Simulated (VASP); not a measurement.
# TaSi2 (P6_422) in VASP: a series of runs

The runs below take TaSi2 through single point, with r2SCAN.

Everything below comes from runs of VASP 6.6.1. Logs are shortened: lines on timing, memory, paths and dates and some standing lists are left out, and cuts for length are marked.

### Step 1. The cell of the first run

Symmetry: P6_422, No. 181, hexagonal system. The conventional cell has a = 4.697 Å, b = 4.697 Å, c = 6.478 Å, α = 90.00°, β = 90.00°, γ = 120.00°. Within 3.4 Å of Ta (site symmetry 222) lie 10 Si at 2.57 to 2.78 Å and 4 Ta at 3.19 Å. Within 3.3 Å of Si (site symmetry 2) lie 9 Si at 2.52 to 3.28 Å and 5 Ta at 2.57 to 2.78 Å.

### Step 2. Single point, r2SCAN

POSCAR

```
TaSi2
1.0
    4.6973349218      0.0000000000      0.0000000000
   -2.3486674609      4.0680113724      0.0000000000
    0.0000000000      0.0000000000      6.4776096319
Ta Si
3 6
Direct
    0.5000000000      0.0000000000      0.0000000000
    0.5000000000      0.5000000000      0.6666666667
    0.0000000000      0.5000000000      0.3333333333
    0.1585293706      0.3170587411      0.0000000000
    0.8414706294      0.1585293706      0.6666666667
    0.6829412589      0.8414706294      0.3333333333
    0.8414706294      0.6829412589      0.0000000000
    0.1585293706      0.8414706294      0.6666666667
    0.3170587411      0.1585293706      0.3333333333
```

INCAR.step1

```
ALGO = Normal
EDIFF = 1E-4
ENCUT = 520
GGA = PE
ISMEAR = 0
LASPH = T
LCHARG = F
LREAL = F
LWAVE = T
NBANDS = 38
NELM = 80
PREC = Accurate
SIGMA = 0.1
```

INCAR.step2

```
ALGO = Normal
EDIFF = 1E-6
ENCUT = 520
ISIF = 2
ISMEAR = 0
ISTART = 1
LASPH = T
LCHARG = F
LMIXTAU = T
LREAL = F
LWAVE = F
METAGGA = R2SCAN
NBANDS = 38
NELM = 80
PREC = Accurate
SIGMA = 0.1
```

KPOINTS

```
k-points
0
Gamma
  12 12 6
```

Potentials or basis: VASP PAW PBE potentials, release 64 (Ta_pv, Si).

Launch:

```console
cat potpaw_PBE.64/Ta_pv/POTCAR potpaw_PBE.64/Si/POTCAR > POTCAR
cp INCAR.step1 INCAR
mpirun -np 1 vasp_std > vasp.out
cp INCAR.step2 INCAR
mpirun -np 1 vasp_std > vasp.out
```

OUTCAR:

```text
EDIFF = 1E-6
   ENCUT = 520
   ISIF = 2
   ISMEAR = 0
   ISTART = 1
   LASPH = T
   LREAL = F
   METAGGA = R2SCAN
   NELM = 80
   PREC = Accurate

 ion  position               nearest neighbor table
   1  0.500  0.000  0.000-   5 2.57   8 2.57   6 2.57   9 2.57   4 2.68   7 2.68   4 2.68   7 2.68
                             4 2.78   7 2.78   2 3.19   2 3.19   3 3.19   3 3.19
   2  0.500  0.500  0.667-   4 2.57   7 2.57   6 2.57   9 2.57   8 2.68   5 2.68   8 2.68   5 2.68
                             8 2.78   5 2.78   1 3.19   1 3.19   3 3.19   3 3.19
   3  0.000  0.500  0.333-   4 2.57   7 2.57   5 2.57   8 2.57   6 2.68   9 2.68   9 2.68   6 2.68
                             6 2.78   9 2.78   1 3.19   1 3.19   2 3.19   2 3.19
   4  0.159  0.317  0.000-   9 2.52   5 2.52   2 2.57   3 2.57   7 2.58   1 2.68   1 2.68   1 2.78
                             7 2.78   7 2.78   8 3.11   6 3.11
   5  0.841  0.159  0.667-   4 2.52   6 2.52   1 2.57   3 2.57   8 2.58   2 2.68   2 2.68   2 2.78
                             8 2.78   8 2.78   7 3.11   9 3.11
   6  0.683  0.841  0.333-   7 2.52   5 2.52   1 2.57   2 2.57   9 2.58   3 2.68   3 2.68   3 2.78
                             9 2.78   9 2.78   4 3.11   8 3.11
   7  0.841  0.683  0.000-   6 2.52   8 2.52   2 2.57   3 2.57   4 2.58   1 2.68   1 2.68   1 2.78
                             4 2.78   4 2.78   5 3.11   9 3.11
   8  0.159  0.841  0.667-   7 2.52   9 2.52   1 2.57   3 2.57   5 2.58   2 2.68   2 2.68   2 2.78
                             5 2.78   5 2.78   4 3.11   6 3.11
   9  0.317  0.159  0.333-   4 2.52   8 2.52   1 2.57   2 2.57   6 2.58   3 2.68   3 2.68   3 2.78
                             6 2.78   6 2.78   7 3.11   5 3.11

  LATTYP: Found a hexagonal cell.
 ALAT       =     4.6973349218
 C/A-ratio  =     1.3789967587

  Lattice vectors:

 A1 = (   4.6973349218,   0.0000000000,   0.0000000000)
 A2 = (  -2.3486674609,   4.0680113724,   0.0000000000)
 A3 = (   0.0000000000,   0.0000000000,   6.4776096319)

Analysis of symmetry for initial positions (statically):
=====================================================================
 Subroutine PRICEL returns:
 Original cell was already a primitive cell.

 Routine SETGRP: Setting up the symmetry group for a
 hexagonal supercell.

 Subroutine GETGRP returns: Found 12 space group operations
 (whereof  4 operations were pure point group operations)
 out of a pool of 24 trial point group operations.

The static configuration has the point symmetry D_2 .
 The point group associated with its full space group is D_6 .

Analysis of symmetry for dynamics (positions and initial velocities):
=====================================================================
 Subroutine PRICEL returns:
 Original cell was already a primitive cell.

 Routine SETGRP: Setting up the symmetry group for a
 hexagonal supercell.

 Subroutine GETGRP returns: Found 12 space group operations
 (whereof  4 operations were pure point group operations)
 out of a pool of 24 trial point group operations.

The dynamic configuration has the point symmetry D_2 .
 The point group associated with its full space group is D_6 .

 Subroutine INISYM returns: Found 12 space group operations
 (whereof  4 operations are pure point group operations),
 and found     1 'primitive' translations

----------------------------------------------------------------------------------------

                                     Primitive cell

  volume of cell :     123.7794

  direct lattice vectors                    reciprocal lattice vectors
     4.697334922  0.000000000  0.000000000     0.212886672  0.122910178  0.000000000
    -2.348667461  4.068011372  0.000000000     0.000000000  0.245820355  0.000000000
     0.000000000  0.000000000  6.477609632     0.000000000  0.000000000  0.154377935

  length of vectors
     4.697334922  4.697334922  6.477609632     0.245820355  0.245820355  0.154377935

  position of ions in fractional coordinates (direct lattice)
     0.500000000  0.000000000  0.000000000
     0.500000000  0.500000000  0.666666667
     0.000000000  0.500000000  0.333333333
     0.158529371  0.317058741  0.000000000
     0.841470629  0.158529371  0.666666667
     0.682941259  0.841470629  0.333333333
     0.841470629  0.682941259  0.000000000
     0.158529371  0.841470629  0.666666667
     0.317058741  0.158529371  0.333333333

  ion indices of the primitive-cell ions
   primitive index   ion index
                 1           1
                 2           2
                 3           3
                 4           4
                 5           5
                 6           6
                 7           7
                 8           8
                 9           9

----------------------------------------------------------------------------------------

 KPOINTS: k-points

Automatic generation of k-mesh.
 Grid dimensions read from file:
 generate k-points for:   12   12    6

 Generating k-lattice:

  Cartesian coordinates                     Fractional coordinates (reciprocal lattice)
     0.017740556  0.010242515  0.000000000     0.083333333  0.000000000  0.000000000
     0.000000000  0.020485030  0.000000000     0.000000000  0.083333333  0.000000000
     0.000000000  0.000000000  0.025729656     0.000000000  0.000000000  0.166666667

  Length of vectors
     0.020485030  0.020485030  0.025729656

  Shift w.r.t. Gamma in fractional coordinates (k-lattice)
     0.000000000  0.000000000  0.000000000

 Subroutine IBZKPT returns following result:
 ===========================================

 Found     76 irreducible k-points:

 Following reciprocal coordinates:
            Coordinates               Weight
  0.000000  0.000000  0.000000      1.000000
  0.083333 -0.000000  0.000000      6.000000
  0.166667 -0.000000  0.000000      6.000000
  0.250000 -0.000000  0.000000      6.000000
  0.333333 -0.000000  0.000000      6.000000
  0.416667 -0.000000  0.000000      6.000000
[... 16 lines left out ...]
  0.250000 -0.000000  0.166667     12.000000
  0.333333 -0.000000  0.166667     12.000000
 [... further k-points ...]
   k-points           NKPTS =     76   k-points in BZ     NKDIM =     76   number of bands    NBANDS=     38
   number of dos      NEDOS =    301   number of ions     NIONS =      9
   total plane-waves  NPLWV =  62208
   dimension x,y,z NGX =    36 NGY =   36 NGZ =   48
   dimension x,y,z NGXF=    72 NGYF=   72 NGZF=   96
   ions per type =               3   6
   NGX,Y,Z   is equivalent  to a cutoff of  12.74, 12.74, 12.32 a.u.
   NGXF,Y,Z  is equivalent  to a cutoff of  25.48, 25.48, 24.64 a.u.
 SYSTEM =  unknown system
   PREC   = accura    normal or accurate (medium, high low for compatibility)
   ISTART =      1    job   : 0-new  1-cont  2-samecut
   ICHARG =      0    charge: 1-file 2-atom 10-const
   ISPIN  =      1    spin polarized calculation?
   LNONCOLLINEAR =      F non collinear calculations
   LSORBIT =      F    spin-orbit coupling
   LASPH  =      T    aspherical Exc in radial PAW
   ENCUT  =  520.0 eV  38.22 Ry    6.18 a.u.   8.73  8.73 12.04*2*pi/ulx,y,z
   NELM   =     80;   NELMIN=  2; NELMDL=  0     # of ELM steps
   EDIFF  = 0.1E-05   stopping-criterion for ELM
   LREAL  =      F    real-space projection
   EDIFFG = 0.1E-04   stopping-criterion for IOM
   NSW    =      0    number of steps for IOM
   IBRION =     -1    ionic relax: 0-MD 1-quasi-New 2-CG
   NFREE  =      0    steps in history (QN), initial steepest desc. (CG)
   ISIF   =      2    stress and relaxation
   ISYM   =      2    0-nonsym 1-usesym 2-fastsym
   POTIM  = 0.5000    time-step for ionic-motion
   TEBEG  =    0.0;   TEEND  =   0.0 temperature during run
   PSTRESS=    0.0 pullay stress
   NELECT =      57.0000    total number of electrons
   NUPDOWN=      -1.0000    fix difference up-down
   EMIN   =  10.00;   EMAX   =-10.00  energy-range for DOS
   EFERMI =   0.00;   METHOD = LEGACY
   ISMEAR =     0;   SIGMA  =   0.10  broadening in eV -4-tet -1-fermi 0-gaus
   EFERMI_NEDOS =   21; number of points for ismear=-14 and -15
   IALGO  =     38    algorithm
   IMIX   =      4    mixing-type and parameters
     AMIX     =   0.40;   BMIX     =  1.00
     AMIX_MAG =   1.60;   BMIX_MAG =  1.00
  volume/ion in A,a.u.               =      13.75        92.81
  Fermi-wavevector in a.u.,A,eV,Ry     =   1.264203  2.388998 21.744971  1.598210
  Thomas-Fermi vector in A             =   2.397521
   LORBIT       =      0    0 simple, 1 ext, 2 COOP (PROOUT), +10 PAW based schemes
   METAGGA = R2SCAN    functional components
   LHFCALC =     F    Hartree Fock is set to
   AEXX    =    0.0000 exact exchange contribution
   IVDW    =     0    specifies the selected vdW correction
   LEPSILON=     F    determine dielectric tensor
   LRPA    =     F    only Hartree local field effects (RPA)
 non-spin polarized calculation
 Gauss-broadening in eV      SIGMA  =   0.10
  energy-cutoff  :      520.00
  volume of cell :      123.78
 maximum number of plane-waves:      3396
 NGX is ok and might be reduce to    36
   NGX = 17   NGY = 17   NGZ = 25

 number of electron      57.0000001 magnetization

 Free energy of the ion-electron system (eV)
  ---------------------------------------------------
  ext. energy  EPLUGINS =         0.00000000
  ---------------------------------------------------
  free energy    TOTEN  =      -202.23616783 eV

  energy without entropy =     -202.22114460  energy(sigma->0) =     -202.22865622

 E-fermi :   9.9379     XC(G=0): -13.2465

 val. band max:        9.9354239749   @ k =   0.1667  -0.0000   0.3333
 cond. band min:       9.9382023012   @ k =   0.4167   0.1667   0.0000
 fundamental gap:      0.0027783263
 Fermi energy:         9.9378997816

 k-point     1 :       0.0000    0.0000    0.0000
  band No.  band energies     occupation
      1     -25.5572      2.00000
      2     -25.5572      2.00000
      3     -25.5512      2.00000
      4     -25.4741      2.00000
      5     -25.4741      2.00000
      6     -25.3483      2.00000
[... 30 lines left out ...]
     37      14.3275      0.00000
     38      14.5282      0.00000
[... 941 lines left out ...]
     37      14.4276      0.00000
     38      14.8317      0.00000

 [... further k-points ...]

------------------------ aborting loop because EDIFF is reached ----------------------------------------

  FORCE on cell =-STRESS in cart. coord.  units (eV):
  Direction    XX          YY          ZZ          XY          YZ          ZX
  --------------------------------------------------------------------------------------
  -------------------------------------------------------------------------------------
  Total        8.0352892      8.0352892      7.9497367      0.0000000     -0.0000000      0.0000000
  in kB      104.0072551    104.0072551    102.8998806      0.0000000     -0.0000000      0.0000000
  external PRESSURE =     103.6381303 kB  Pullay stress =       0.0000000 kB

 VOLUME and BASIS-vectors are now :
 -----------------------------------------------------------------------------
  energy-cutoff  :      520.00
  volume of cell :      123.78
      direct lattice vectors                 reciprocal lattice vectors
     4.697334922  0.000000000  0.000000000     0.212886672  0.122910178  0.000000000
    -2.348667461  4.068011372  0.000000000     0.000000000  0.245820355  0.000000000
     0.000000000  0.000000000  6.477609632     0.000000000  0.000000000  0.154377935

 POSITION                                       TOTAL-FORCE (eV/Angst)
 -----------------------------------------------------------------------------------
      2.34867      0.00000      0.00000         0.000000     -0.000000     -0.000000
      1.17433      2.03401      4.31841         0.000000     -0.000000     -0.000000
     -1.17433      2.03401      2.15920         0.000000     -0.000000      0.000000
      0.00000      1.28980      0.00000         0.000000     -0.009160     -0.000000
      3.58034      0.64490      4.31841         0.007933     -0.004580      0.000000
      1.23167      3.42311      2.15920         0.007933      0.004580      0.000000
      2.34867      2.77821      0.00000         0.000000      0.009160     -0.000000
     -1.23167      3.42311      4.31841        -0.007933      0.004580      0.000000
      1.11700      0.64490      2.15920        -0.007933     -0.004580      0.000000
 -----------------------------------------------------------------------------------
    total drift:                                0.000000     -0.000000      0.000000

  FREE ENERGIE OF THE ION-ELECTRON SYSTEM (eV)
  ---------------------------------------------------
  free  energy   TOTEN  =      -202.2361678350 eV

  energy  without entropy=     -202.2211445980  energy(sigma->0) =     -202.22865622
```

Run time: 27 min. Hardware: 1 thread of Intel Xeon 8259CL, shared host; peak memory 0.44 GiB.

What came out:

| Property | Result |
| --- | --- |
| Free energy | -202.2362 eV |
| Pressure | 10.4 GPa |
| Largest force | 0.009 eV/Å |
| Band gap on the k mesh | zero (an odd number of electrons rules out a gap without spin polarisation) |

Forces in eV/Å, atoms in the order of the input:
```
Ta   0.000  0.000  0.000
Ta   0.000  0.000  0.000
Ta   0.000  0.000  0.000
Si   0.000 -0.009  0.000
Si   0.008 -0.005  0.000
Si   0.008  0.005  0.000
Si   0.000  0.009  0.000
Si  -0.008  0.005  0.000
Si  -0.008 -0.005  0.000
```

Caveat: the cell stands under pressure; the PAW data sets were made with another functional, which shifts forces and pressure a little; spin-orbit coupling is left out, which moves the levels of the heavy elements; an odd number of electrons without spin polarisation forces a metal; a magnetic or distorted state may lie lower.

(Part 1 of 2 ends here.)
